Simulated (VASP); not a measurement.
# HfC (rocksalt type) (Fm-3m) in VASP: notebook

Runs on HfC (rocksalt type). Level: LDA. Tasks: single point, relaxation of cell and atoms.

Program: VASP 6.6.1. These are calculated values, not measurements. Logs are shortened: lines on timing, memory, paths and dates and some standing lists are left out, and cuts for length are marked.

### 1 The cell of the first run

Symmetry: Fm-3m, No. 225, cubic system. Conventional cell: a = 4.573 Å, b = 4.573 Å, c = 4.573 Å, α = 90.00°, β = 90.00°, γ = 90.00°. Within 3.0 Å of Hf (site symmetry m-3m) lie 6 C at 2.29 Å. Within 3.0 Å of C (site symmetry m-3m) lie 6 Hf at 2.29 Å.

### 2 Single point, LDA

INCAR

```
SYSTEM = HfC
  PREC = Accurate
  ENCUT = 520
  EDIFF = 1E-6
  ISMEAR = -1
  SIGMA = 0.08
  LREAL = .False.
  LASPH = .True.
  NELM = 80
  ALGO = Normal
  ISIF = 2
  LWAVE = .False.
  LCHARG = .False.
  GGA = CA
  NBANDS = 14
```

KPOINTS

```
Automatic mesh
0
Gamma
  17 17 17
  0 0 0
```

POSCAR

```
HfC
1.0
    0.0000000000      2.2863500254      2.2863500254
    2.2863500254      0.0000000000      2.2863500254
    2.2863500254      2.2863500254      0.0000000000
Hf C
1 1
Direct
    0.0000000000      0.0000000000      0.0000000000
    0.5000000000      0.5000000000      0.5000000000
```

Potentials or basis: VASP PAW LDA potentials, release 64 (Hf_pv, C).

The run is started by

```bash
$ cat potpaw_LDA.64/Hf_pv/POTCAR potpaw_LDA.64/C/POTCAR > POTCAR
$ mpirun -np 1 vasp_std > vasp.out
```

OUTCAR:

```text
SYSTEM = HfC
   PREC = Accurate
   ENCUT = 520
   EDIFF = 1E-6
   ISMEAR = -1
   LREAL = .False.
   LASPH = .True.
   NELM = 80
   ISIF = 2
   GGA = CA

 ion  position               nearest neighbor table
   1  0.000  0.000  0.000-   2 2.29   2 2.29   2 2.29   2 2.29   2 2.29   2 2.29
   2  0.500  0.500  0.500-   1 2.29   1 2.29   1 2.29   1 2.29   1 2.29   1 2.29

  LATTYP: Found a face centered cubic cell.
 ALAT       =     4.5727000508

  Lattice vectors:

 A1 = (   0.0000000000,   2.2863500254,   2.2863500254)
 A2 = (   2.2863500254,   0.0000000000,   2.2863500254)
 A3 = (   2.2863500254,   2.2863500254,   0.0000000000)

Analysis of symmetry for initial positions (statically):
=====================================================================
 Subroutine PRICEL returns:
 Original cell was already a primitive cell.

 Routine SETGRP: Setting up the symmetry group for a
 face centered cubic supercell.

 Subroutine GETGRP returns: Found 48 space group operations
 (whereof 48 operations were pure point group operations)
 out of a pool of 48 trial point group operations.

The static configuration has the point symmetry O_h .

Analysis of symmetry for dynamics (positions and initial velocities):
=====================================================================
 Subroutine PRICEL returns:
 Original cell was already a primitive cell.

 Routine SETGRP: Setting up the symmetry group for a
 face centered cubic supercell.

 Subroutine GETGRP returns: Found 48 space group operations
 (whereof 48 operations were pure point group operations)
 out of a pool of 48 trial point group operations.

The dynamic configuration has the point symmetry O_h .

 Subroutine INISYM returns: Found 48 space group operations
 (whereof 48 operations are pure point group operations),
 and found     1 'primitive' translations

----------------------------------------------------------------------------------------

                                     Primitive cell

  volume of cell :      23.9033

  direct lattice vectors                    reciprocal lattice vectors
     0.000000000  2.286350025  2.286350025    -0.218689175  0.218689175  0.218689175
     2.286350025  0.000000000  2.286350025     0.218689175 -0.218689175  0.218689175
     2.286350025  2.286350025  0.000000000     0.218689175  0.218689175 -0.218689175

  length of vectors
     3.233387214  3.233387214  3.233387214     0.378780762  0.378780762  0.378780762

[... 89 lines left out ...]
   TEBEG  =    0.0;   TEEND  =   0.0 temperature during run
   PSTRESS=    0.0 pullay stress
   NELECT =      14.0000    total number of electrons
   NUPDOWN=      -1.0000    fix difference up-down
   EMIN   =  10.00;   EMAX   =-10.00  energy-range for DOS
   EFERMI =   0.00;   METHOD = LEGACY
   ISMEAR =    -1;   SIGMA  =   0.08  broadening in eV -4-tet -1-fermi 0-gaus
   EFERMI_NEDOS =   21; number of points for ismear=-14 and -15
   IALGO  =     38    algorithm
   IMIX   =      4    mixing-type and parameters
     AMIX     =   0.40;   BMIX     =  1.00
     AMIX_MAG =   1.60;   BMIX_MAG =  1.00
  volume/ion in A,a.u.               =      11.95        80.65
  Fermi-wavevector in a.u.,A,eV,Ry     =   1.369719  2.588393 25.526298  1.876130
  Thomas-Fermi vector in A             =   2.495569
   LORBIT       =      0    0 simple, 1 ext, 2 COOP (PROOUT), +10 PAW based schemes
   GGA     = CA    functional components
   LHFCALC =     F    Hartree Fock is set to
   AEXX    =    0.0000 exact exchange contribution
   IVDW    =     0    specifies the selected vdW correction
   LEPSILON=     F    determine dielectric tensor
   LRPA    =     F    only Hartree local field effects (RPA)
 non-spin polarized calculation
  energy-cutoff  :      520.00
  volume of cell :       23.90
 maximum number of plane-waves:       654
   NGX = 13   NGY = 13   NGZ = 13

 number of electron      14.0000000 magnetization

 Free energy of the ion-electron system (eV)
  ---------------------------------------------------
  ext. energy  EPLUGINS =         0.00000000
  ---------------------------------------------------
  free energy    TOTEN  =       -22.89741929 eV

  energy without entropy =      -22.89102685  energy(sigma->0) =      -22.89422307

 E-fermi :   6.2509     XC(G=0): -12.7342

 val. band max:        6.2449475595   @ k =   0.4706   0.4706   0.0000
 cond. band min:       6.2580760992   @ k =   0.1176   0.1176   0.0000
 fundamental gap:      0.0131285397
 Fermi energy:         6.2509491146

 k-point     1 :       0.0000    0.0000    0.0000
  band No.  band energies     occupation
      1     -22.9082      2.00000
      2     -22.9082      2.00000
      3     -22.9082      2.00000
      4      -6.1431      2.00000
      5       7.3036      0.00000
      6       7.3036      0.00000
      7       7.3036      0.00000
      8       7.5655      0.00000
      9       7.5655      0.00000
     10       7.5655      0.00000
     11       9.7308      0.00000
     12       9.7308      0.00000
     13      13.8136      0.00000
     14      17.4396      0.00000
[... 377 lines left out ...]
      1     -23.0764      2.00000
      2     -22.9471      2.00000
      3     -22.9152      2.00000
      4      -5.5592      2.00000
      5       5.0115      2.00000
      6       5.4679      1.99989
      7       5.7086      1.99773
      8       7.9870      0.00000
      9       8.6919      0.00000
     10       8.9485      0.00000
     11      11.0740      0.00000
     12      12.3753      0.00000
     13      14.8949      0.00000
     14      18.9680      0.00000

 [... further k-points ...]

------------------------ aborting loop because EDIFF is reached ----------------------------------------

  FORCE on cell =-STRESS in cart. coord.  units (eV):
  Direction    XX          YY          ZZ          XY          YZ          ZX
  --------------------------------------------------------------------------------------
  -------------------------------------------------------------------------------------
  Total        0.0969318      0.0969318      0.0969318      0.0000000      0.0000000      0.0000000
  in kB        6.4970898      6.4970898      6.4970898      0.0000000      0.0000000      0.0000000
  external PRESSURE =       6.4970898 kB  Pullay stress =       0.0000000 kB

 VOLUME and BASIS-vectors are now :
 -----------------------------------------------------------------------------
  energy-cutoff  :      520.00
  volume of cell :       23.90
      direct lattice vectors                 reciprocal lattice vectors
     0.000000000  2.286350025  2.286350025    -0.218689175  0.218689175  0.218689175
     2.286350025  0.000000000  2.286350025     0.218689175 -0.218689175  0.218689175
     2.286350025  2.286350025  0.000000000     0.218689175  0.218689175 -0.218689175

 POSITION                                       TOTAL-FORCE (eV/Angst)
 -----------------------------------------------------------------------------------
      0.00000      0.00000      0.00000        -0.000000     -0.000000      0.000000
      2.28635      2.28635      2.28635         0.000000      0.000000      0.000000
 -----------------------------------------------------------------------------------
    total drift:                                0.000000     -0.000000     -0.000000

  FREE ENERGIE OF THE ION-ELECTRON SYSTEM (eV)
  ---------------------------------------------------
  free  energy   TOTEN  =       -22.8974192867 eV

  energy  without entropy=      -22.8910268520  energy(sigma->0) =      -22.89422307
```

OSZICAR:

```text
N       E                     dE             d eps       ncg     rms          rms(c)
DAV:   1     0.243535707808E+02    0.24354E+02   -0.73436E+03  4636   0.959E+02
DAV:   2    -0.245056311447E+02   -0.48859E+02   -0.45861E+02  5934   0.207E+02
DAV:   3    -0.260253080735E+02   -0.15197E+01   -0.15145E+01  5610   0.268E+01
DAV:   4    -0.260316158492E+02   -0.63078E-02   -0.63072E-02  5454   0.217E+00
DAV:   5    -0.260316518675E+02   -0.36018E-04   -0.36018E-04  5636   0.145E-01    0.634E+01
DAV:   6    -0.229779714750E+02    0.30537E+01   -0.12083E+01  5388   0.183E+01    0.448E+01
DAV:   7    -0.229172521209E+02    0.60719E-01   -0.67060E-01  5802   0.526E+00    0.253E+01
DAV:   8    -0.229051258457E+02    0.12126E-01   -0.94155E-02  5622   0.191E+00    0.562E+00
DAV:   9    -0.228979820542E+02    0.71438E-02   -0.32856E-02  5346   0.896E-01    0.193E+00
DAV:  10    -0.228974202932E+02    0.56176E-03   -0.21285E-03  5422   0.320E-01    0.689E-02
DAV:  11    -0.228974197382E+02    0.55498E-06   -0.96297E-05  5568   0.788E-02    0.742E-02
DAV:  12    -0.228974192867E+02    0.45156E-06   -0.12568E-06  4636   0.940E-03
   1 F= -.22897419E+02 E0= -.22894223E+02  d E =-.639243E-02
```

stdout:

```text
POSCAR found type information on POSCAR HfC
 POSCAR found :  2 types and       2 ions
 scaLAPACK will be used
 LDA part: xc-table for (Slater(with rela. corr.)+CA(PZ))
 , standard interpolation
 POSCAR, INCAR and KPOINTS ok, starting setup
 FFT: planning ... GRIDC
 FFT: planning ... GRID_SOFT
 FFT: planning ... GRID
 WAVECAR not read
 entering main loop
```

Run time: 44 s. Hardware: 1 thread of Intel Xeon 8259CL, shared host; peak memory 0.17 GiB.

Results:

```
Free energy            : -22.8974 eV
Pressure               : 0.6 GPa
Band gap on the k mesh : zero (bands 7 and 8 overlap by 1.46 eV)
```

Caveat: spin-orbit coupling is left out, which moves the levels of the heavy elements.

### 3 Relaxation of cell and atoms, LDA

This run uses another cell than the first one, of 10.06 Å³/atom.

INCAR

```
  PREC = Accurate
  ENCUT = 600
  EDIFF = 1E-6
  ISMEAR = -1
  SIGMA = 0.08
  LREAL = F
  LASPH = T
  NELM = 100
  ALGO = Normal
  ISIF = 3
  LWAVE = F
  LCHARG = F
  GGA = CA
  IBRION = 2
  NSW = 60
  EDIFFG = -0.005
```

KPOINTS

```
Automatic mesh
0
Gamma
  17 17 17
```

POSCAR

```
HfC
1.0
    0.0000000000      2.1586006647      2.1586006647
    2.1586006647      0.0000000000      2.1586006647
    2.1586006647      2.1586006647      0.0000000000
Hf C
1 1
Direct
    0.0000000000      0.0000000000      0.0000000000
    0.5000000000      0.5000000000      0.5000000000
```

Potentials or basis: VASP PAW LDA potentials, release 64 (Hf_pv, C).

The run is started by

```bash
$ cat potpaw_LDA.64/Hf_pv/POTCAR potpaw_LDA.64/C/POTCAR > POTCAR
$ mpirun -np 1 vasp_std > vasp.out
```

Wall time 2.2 min (1 thread of Intel Xeon 8259CL, shared host); peak memory 0.18 GiB.

Results (log left out):

| Property | Result |
| --- | --- |
| Free energy | -22.8961 eV |
| Relaxed volume | 11.98 Å³/atom |
| Relaxed cell | a = 3.236 Å, b = 3.236 Å, c = 3.236 Å, α = 60.00°, β = 60.00°, γ = 60.00° |
| Space group after relaxing (to 0.1 Å) | Fm-3m (No. 225) |
| Pressure after relaxing | 0.0 GPa |
| Band gap on the k mesh | zero (bands 7 and 8 overlap by 1.46 eV) |

Final structure:
```cif
data_structure
_symmetry_space_group_name_H-M 'P 1'
_symmetry_Int_Tables_number 1
_cell_length_a 3.2361
_cell_length_b 3.2361
_cell_length_c 3.2361
_cell_angle_alpha 60.000
_cell_angle_beta 60.000
_cell_angle_gamma 60.000
_cell_volume 23.96
loop_
_atom_site_label
_atom_site_type_symbol
_atom_site_fract_x
_atom_site_fract_y
_atom_site_fract_z
_atom_site_occupancy
Hf1 Hf 0.00000 0.00000 0.00000 1
C1 C 0.50000 0.50000 0.50000 1
```

Levels at points of the mesh, in eV from the Fermi level:
| k point | band 4 | band 5 | band 6 | band 7 | band 8 | band 9 | band 10 | band 11 |
| --- | --- | --- | --- | --- | --- | --- | --- | --- |
| (0.00, 0.00, 0.00) | -12.38 | 1.05 | 1.05 | 1.05 | 1.31 | 1.31 | 1.31 | 3.47 |

Caveat: the volume moved by over 15 % at a fixed basis, so the end points are rough; spin-orbit coupling is left out, which moves the levels of the heavy elements.

### 4 Relaxation of cell and atoms, LDA

This run uses another cell than the first one, of 10.06 Å³/atom.

INCAR

```
PREC = Accurate
ENCUT = 600
EDIFF = 1E-7
ISMEAR = -1
SIGMA = 0.08
LREAL = False
LASPH = True
NELM = 80
ALGO = Normal
ISIF = 3
LWAVE = False
LCHARG = False
IBRION = 2
NSW = 60
EDIFFG = -0.005
```

KPOINTS

```
regular mesh
0
Gamma
  17 17 17
```

POSCAR is that of step 3.

The run is started by

```bash
$ cat potpaw_LDA.64/Hf_pv/POTCAR potpaw_LDA.64/C/POTCAR > POTCAR
$ mpirun -np 1 vasp_std > vasp.out
```

It took 2.5 min on 1 thread of Intel Xeon 8259CL, shared host; peak memory 0.18 GiB.

The run converged. Its results:

* Free energy: -22.8961 eV
* Relaxed volume: 11.98 Å³/atom
* Relaxed cell: a = 3.236 Å, b = 3.236 Å, c = 3.236 Å, α = 60.00°, β = 60.00°, γ = 60.00°
* Space group after relaxing (to 0.1 Å): Fm-3m (No. 225)
* Pressure after relaxing: 0.0 GPa
* Band gap on the k mesh: zero (bands 7 and 8 overlap by 1.46 eV)

Final structure:
```yaml
crystal:
  lattice:
    - [0.00000, 2.28822, 2.28822]
    - [2.28822, 0.00000, 2.28822]
    - [2.28822, 2.28822, 0.00000]
  atoms:
    - { symbol: Hf, position: [0.00000, 0.00000, 0.00000] }
    - { symbol: C, position: [0.50000, 0.50000, 0.50000] }
```

Levels at points of the mesh, in eV from the Fermi level:
```
           k point  band 5  band 6  band 7  band 8  band 9  band 10
(0.00, 0.00, 0.00)    1.05    1.05    1.05    1.31    1.31     1.31
```

Caveat: the volume moved by over 15 % at a fixed basis, so the end points are rough; spin-orbit coupling is left out, which moves the levels of the heavy elements.
